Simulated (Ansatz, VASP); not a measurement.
**Two plane-wave programs on BeTeS4**

File INCAR:

```
SYSTEM = BeTeS4
  PREC = Accurate
  ENCUT = 600
  EDIFF = 1E-7
  ISMEAR = 0
  SIGMA = 0.15
  LREAL = .FALSE.
  LASPH = .TRUE.
  NELM = 120
  ALGO = Normal
  ISIF = 3
  LWAVE = .FALSE.
  LCHARG = .FALSE.
  GGA = PE
  IBRION = 2
  NSW = 36
  EDIFFG = -0.08
  GGA_COMPAT = .FALSE.
  NELMIN = 4
```

The input KPOINTS:

```
Automatic mesh
0
G
  3 3 3
  0 0 0
```

File POSCAR:

```
BeTeS4
1.0
   -2.7000000000      2.7000000000      4.4500000000
    2.7000000000     -2.7000000000      4.4500000000
    2.7000000000      2.7000000000     -4.4500000000
Be Te S
1 1 4
Direct
    0.2500000000      0.7500000000      0.5000000000
    0.0000000000      0.0000000000      0.0000000000
    0.3900000000      0.8800000000      0.9700000000
    0.9100000000      0.4200000000      0.0300000000
    0.5800000000      0.6100000000      0.4900000000
    0.1200000000      0.0900000000      0.5100000000
```

Input for Ansatz:

```yaml
crystal:
  lattice:
    - [-2.7, 2.7, 4.45]
    - [2.7, -2.7, 4.45]
    - [2.7, 2.7, -4.45]
  atoms:
    - { symbol: Be, position: [0.25, 0.75, 0.5] }
    - { symbol: Te, position: [0.0, 0.0, 0.0] }
    - { symbol: S, position: [0.39, 0.88, 0.97] }
    - { symbol: S, position: [0.91, 0.42, 0.03] }
    - { symbol: S, position: [0.58, 0.61, 0.49] }
    - { symbol: S, position: [0.12, 0.09, 0.51] }
basis:
  ecutwfc: 420
kpoints:
  mp_grid: { grid: [3, 3, 3] }
hamiltonian:
  xc: pbe
scf:
  occupations: { method: gaussian, width: 0.15 }
  lower_state_search: "off"
output:
  forces: true
  stress: true
  eigenvalues: true
relax:
  adjacent_minimum: "off"
  f_tol: 0.08
  max_steps: 16
  cell: { stress_tol: 0.8 }
```

Alike in both runs: task relaxation of cell and atoms; functional PBE; k mesh 3 × 3 × 3; occupations gaussian, width 0.15 eV; no spin polarisation.

|  | VASP | Ansatz |
| --- | --- | --- |
| version | VASP 6.6.1 | Ansatz 0.2.0 |
| potentials or method | VASP PAW PBE potentials, release 64 (Be, Te, S), cutoff 600 eV | scalar-relativistic, plane waves, PAW |
| valence electrons in the cell | 32 | 42 |

Ansatz gave:

* gap on the k mesh at the Fermi level, each at its own relaxed structure (eV): 1.34
* relaxed volume (Å³/atom): 25.26
* relaxed cell length with the largest relative difference (Å): 6.118

Which values does VASP return?

gap on the k mesh at the Fermi level, each at its own relaxed structure (eV): 1.31; relaxed volume (Å³/atom): 24.73; relaxed cell length with the largest relative difference (Å): 6.159.

VASP's potentials hold 32 valence electrons a cell and Ansatz's 42, so a difference there can come from the potentials and not from the codes.

The k mesh is coarse, so the values compare programs but aren't converged. Spin-orbit coupling is off throughout.
